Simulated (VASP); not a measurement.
# Si8O15 (a cell with a defect) in VASP: further runs, part 2 of 2

VASP 6.6.1. Earlier steps stand in the parts before.

### Step 3. Single point, PBE+D3(BJ)

The COD entry that gives the cell may itself be a prediction, so a difference from it is no test against experiment.

File INCAR:

```
SYSTEM = Si8O15
PREC = Accurate ; ENCUT = 520
EDIFF = 1E-7 ; ISMEAR = -1
SIGMA = 0.05 ; LREAL = Auto
LASPH = .True. ; NELM = 100
ALGO = Normal ; ISIF = 2
LWAVE = .False. ; LCHARG = .True.
GGA = PE ; IVDW = 12
LELF = .True. ; LVHAR = .True.
NBANDS = 78
```

File KPOINTS:

```
regular mesh
0
Gamma
  2 2 2
  0 0 0
```

File POSCAR:

```
Si8O15
1.0
   -4.2244000000     -4.2244000000      0.0000000000
    4.2244000000     -4.2244000000      0.0000000000
    0.0000000000      0.0000000000      5.3792000000
Si O
8 15
Direct
    0.5013854982      0.4998155262      0.0013644929
   -0.0014041526      0.4998075609      0.2521575454
    0.5004328890      0.4998049915      0.5013637895
   -0.0013988971      0.4998015493      0.7505731469
   -0.0004475849     -0.0001905323      0.0013834734
    0.5055752051     -0.0001887547      0.2603607389
    0.0035286104     -0.0002090957      0.5013836473
    0.5056072153     -0.0001953790      0.7423254339
    0.1926657002      0.4998142778      0.0013684997
   -0.0061758718      0.1930635979      0.2533910692
    0.8063697734      0.4998027360      0.0013612526
   -0.0061871733      0.8065526133      0.2533838190
    0.1925580063      0.4998196793      0.5013618028
   -0.0061742688      0.1930625029      0.7493582588
    0.8062369898      0.4998142784      0.5013622251
   -0.0061771929      0.8065500362      0.7493658591
    0.6953960615     -0.0001868574      0.0013628074
    0.5012469118      0.6928901737      0.2532548191
    0.3071773268     -0.0001952631      0.0013607065
    0.5012443144      0.3067262651      0.2532529759
    0.5012464972      0.6928850142      0.7494730101
    0.2992691815     -0.0002049231      0.5013487139
    0.5012259606      0.3067319027      0.7494754125
```

Potentials or basis: VASP PAW PBE potentials, release 64 (Si, O).

On the command line:

```console
> cat potpaw_PBE.64/Si/POTCAR potpaw_PBE.64/O/POTCAR > POTCAR
> mpirun -np 1 vasp_std > vasp.out
```

OUTCAR:

```text
SYSTEM = Si8O15
   PREC = Accurate
   ENCUT = 520
   EDIFF = 1E-7
   ISMEAR = -1
   LREAL = Auto
   LASPH = .True.
   NELM = 100
   ISIF = 2
   GGA = PE
   IVDW = 12
 IVDW          = 12

 ion  position               nearest neighbor table
   1  0.501  0.500  0.001-  21 1.78  18 1.78  23 1.78  20 1.78  11 1.82   9 1.84   3 2.69   3 2.69

   2  0.999  0.500  0.252-  15 1.77  11 1.77  13 1.77   9 1.78  10 1.83  12 1.83   4 2.68   4 2.70

   3  0.500  0.500  0.501-  23 1.76  21 1.76  20 1.76  18 1.76  15 1.83  13 1.84   1 2.69   1 2.69
[... 9 lines left out ...]
  10  0.994  0.193  0.253-   7 1.77   5 1.78   2 1.83
  11  0.806  0.500  0.001-   4 1.77   2 1.77   1 1.82
  12  0.994  0.807  0.253-   7 1.77   5 1.78   2 1.83
  13  0.193  0.500  0.501-   2 1.77   4 1.77   3 1.84
  14  0.994  0.193  0.749-   7 1.77   5 1.78   4 1.83
  15  0.806  0.500  0.501-   2 1.77   4 1.77   3 1.83
  16  0.994  0.807  0.749-   7 1.77   5 1.78   4 1.83
  17  0.695  1.000  0.001-   6 1.80   8 1.80   5 1.82
  18  0.501  0.693  0.253-   3 1.76   1 1.78   6 1.83
  19  0.307  1.000  0.001-   6 1.83   8 1.83   5 1.84
  20  0.501  0.307  0.253-   3 1.76   1 1.78   6 1.83
  21  0.501  0.693  0.749-   3 1.76   1 1.78   8 1.83
  22  0.299  1.000  0.501-   7 1.77   6 1.79   8 1.79
  23  0.501  0.307  0.749-   3 1.76   1 1.78   8 1.83

  LATTYP: Found a simple tetragonal cell.
 ALAT       =     5.9742037729
 C/A-ratio  =     0.9004045065

  Lattice vectors:

 A1 = (  -4.2244000000,  -4.2244000000,   0.0000000000)
 A2 = (   4.2244000000,  -4.2244000000,   0.0000000000)
 A3 = (   0.0000000000,   0.0000000000,   5.3792000000)

Analysis of symmetry for initial positions (statically):
=====================================================================
 Subroutine PRICEL returns:
 Original cell was already a primitive cell.

 Routine SETGRP: Setting up the symmetry group for a
 simple tetragonal supercell.

 Subroutine GETGRP returns: Found  1 space group operations
 (whereof  1 operations were pure point group operations)
 out of a pool of 16 trial point group operations.
[... 164 lines left out ...]
   LORBIT       =      0    0 simple, 1 ext, 2 COOP (PROOUT), +10 PAW based schemes
   GGA     = PE    functional components
   LHFCALC =     F    Hartree Fock is set to
   AEXX    =    0.0000 exact exchange contribution
   IVDW    =    12    specifies the selected vdW correction
   LEPSILON=     F    determine dielectric tensor
   LRPA    =     F    only Hartree local field effects (RPA)
 non-spin polarized calculation
  energy-cutoff  :      520.00
  volume of cell :      191.99
 maximum number of plane-waves:      5232
 NGX is ok and might be reduce to    48
   NGX = 23   NGY = 23   NGZ = 21

 number of electron     121.9999977 magnetization

 Free energy of the ion-electron system (eV)
  ---------------------------------------------------
  ext. energy  EPLUGINS =         0.00000000
  ---------------------------------------------------
  free energy    TOTEN  =      -173.96612096 eV

  energy without entropy =     -173.96612096  energy(sigma->0) =     -173.96612096

 E-fermi :  10.1060     XC(G=0): -11.9346

 val. band max:        8.9336726431   @ k =   0.5000   0.5000   0.5000
 cond. band min:      11.7631353900   @ k =   0.0000   0.0000   0.5000
 fundamental gap:      2.8294627469
 Fermi energy:        10.1059511770

 k-point     1 :       0.0000    0.0000    0.0000
  band No.  band energies     occupation
      1     -14.6396      2.00000
      2     -13.1465      2.00000
      3     -12.7399      2.00000
      4     -12.2380      2.00000
      5     -12.1420      2.00000
      6     -11.9305      2.00000
[... 597 lines left out ...]
     72      17.6076      0.00000
     73      17.7494      0.00000
 [bands above 73 left out]

------------------------ aborting loop because EDIFF is reached ----------------------------------------

 Edisp (eV)   -5.31609

 E8    (eV) :    -1.8423

  FORCE on cell =-STRESS in cart. coord.  units (eV):
  Direction    XX          YY          ZZ          XY          YZ          ZX
  --------------------------------------------------------------------------------------
  -------------------------------------------------------------------------------------
  Total      -4.35081    -4.35613    -8.03736    -1.55713     0.00151    -0.00084
  in kB     -36.30805   -36.35243   -67.07274   -12.99443     0.01261    -0.00700
  external pressure =      -46.58 kB  Pullay stress =        0.00 kB

 VOLUME and BASIS-vectors are now :
 -----------------------------------------------------------------------------
  energy-cutoff  :      520.00
  volume of cell :      191.99
      direct lattice vectors                 reciprocal lattice vectors
    -4.224400000 -4.224400000  0.000000000    -0.118360004 -0.118360004  0.000000000
     4.224400000 -4.224400000  0.000000000     0.118360004 -0.118360004  0.000000000
     0.000000000  0.000000000  5.379200000     0.000000000  0.000000000  0.185901249

 POSITION                                       TOTAL-FORCE (eV/Angst)
 -----------------------------------------------------------------------------------
     -0.00663     -4.22947      0.00734        -0.000905      0.000253      0.001257
     -2.10708     -6.32986      1.35641         0.003334      0.003146     -0.001433
     -0.00265     -4.22540      2.69694         0.001154      0.000914      0.000181
     -2.10713     -6.32985      4.03748         0.002046      0.001168      0.004414
      0.00109     -8.44610      0.00744        -0.004210     -0.004616     -0.001064
      2.08785     -6.35935      1.40053        -0.011133     -0.012004      0.015697
[... 15 lines left out ...]
      2.95930     -5.48777      2.69686         0.006339      0.005774      0.000240
     -0.82162     -3.41314      4.03158        -0.017933      0.011683      0.000617
 -----------------------------------------------------------------------------------
    total drift:                               -0.004623      0.005681      0.000497

  FREE ENERGIE OF THE ION-ELECTRON SYSTEM (eV)
  ---------------------------------------------------
  free  energy   TOTEN  =      -179.2822107640 eV

  energy  without entropy=     -179.2822107640  energy(sigma->0) =     -179.28221076
```

OSZICAR:

```text
N       E                     dE             d eps       ncg     rms          rms(c)
DAV:   1     0.671347781885E+03    0.67135E+03   -0.67911E+04  1248   0.152E+03
DAV:   2    -0.151836455154E+03   -0.82318E+03   -0.80603E+03  1496   0.333E+02
DAV:   3    -0.190904439298E+03   -0.39068E+02   -0.38856E+02  1536   0.756E+01
DAV:   4    -0.191320672318E+03   -0.41623E+00   -0.41527E+00  1528   0.862E+00
DAV:   5    -0.191325709668E+03   -0.50373E-02   -0.50337E-02  1498   0.904E-01    0.329E+01
DAV:   6    -0.173752953269E+03    0.17573E+02   -0.70680E+01  1404   0.301E+01    0.149E+01
DAV:   7    -0.173892286009E+03   -0.13933E+00   -0.21223E+00  1488   0.516E+00    0.561E+00
DAV:   8    -0.173938619614E+03   -0.46334E-01   -0.73873E-02  1472   0.137E+00    0.231E+00
DAV:   9    -0.173965222939E+03   -0.26603E-01   -0.35448E-02  1480   0.103E+00    0.462E-01
DAV:  10    -0.173965903060E+03   -0.68012E-03   -0.22517E-03  1552   0.196E-01    0.248E-01
DAV:  11    -0.173966102195E+03   -0.19914E-03   -0.62454E-04  1488   0.119E-01    0.530E-02
DAV:  12    -0.173966117243E+03   -0.15048E-04   -0.84144E-05  1448   0.428E-02    0.111E-02
DAV:  13    -0.173966120975E+03   -0.37325E-05   -0.22825E-05  1472   0.210E-02    0.754E-03
DAV:  14    -0.173966121045E+03   -0.70060E-07   -0.51814E-06  1464   0.113E-02    0.401E-03
DAV:  15    -0.173966121024E+03    0.21244E-07   -0.10905E-06  1488   0.474E-03    0.228E-03
DAV:  16    -0.173966120963E+03    0.61138E-07   -0.12317E-07   888   0.156E-03
   1 F= -.17928221E+03 E0= -.17928221E+03  d E =-.252744E-10
```

stdout:

```text
POSCAR found type information on POSCAR SiO
 POSCAR found :  2 types and      23 ions
 scaLAPACK will be used
 LDA part: xc-table for (Slater+PW92), standard interpolation
 POSCAR, INCAR and KPOINTS ok, starting setup
 FFT: planning ... GRIDC
 FFT: planning ... GRID_SOFT
 FFT: planning ... GRID
 WAVECAR not read
 entering main loop
```

It took 2.2 min on 1 thread of AMD EPYC 9R45 (Zen 5), shared host; peak memory 0.28 GiB.

What came out:

```
Free energy                : -179.2822 eV
Pressure                   : -4.7 GPa
Largest force              : 0.027 eV/Å
Band gap on the k mesh     : 2.83 eV
Dispersion energy per atom : -0.231 eV
```

Forces in eV/Å, atoms in the order of the input:
```
Si  -0.001  0.000  0.001
Si   0.003  0.003 -0.001
Si   0.001  0.001  0.000
Si   0.002  0.001  0.004
Si  -0.004 -0.005 -0.001
Si  -0.011 -0.012  0.016
Si   0.019  0.016  0.001
Si  -0.011 -0.012 -0.016
O   -0.013 -0.011  0.000
O    0.019 -0.013 -0.001
O    0.014  0.013 -0.001
O   -0.013  0.019 -0.001
O   -0.020 -0.018  0.000
O    0.016 -0.010 -0.002
O    0.014  0.015  0.000
O   -0.012  0.018 -0.001
O   -0.013 -0.013 -0.002
O    0.011 -0.015  0.000
O    0.011  0.012  0.000
O   -0.015  0.011  0.000
O    0.012 -0.018  0.001
O    0.006  0.006  0.000
O   -0.018  0.012  0.001
```

Stress tensor (GPa, compression positive):
```
-3.63 -1.30  0.00
-1.30 -3.64  0.00
 0.00  0.00 -6.71
```

Caveat: the k points lie up to 0.58 Å⁻¹ apart.
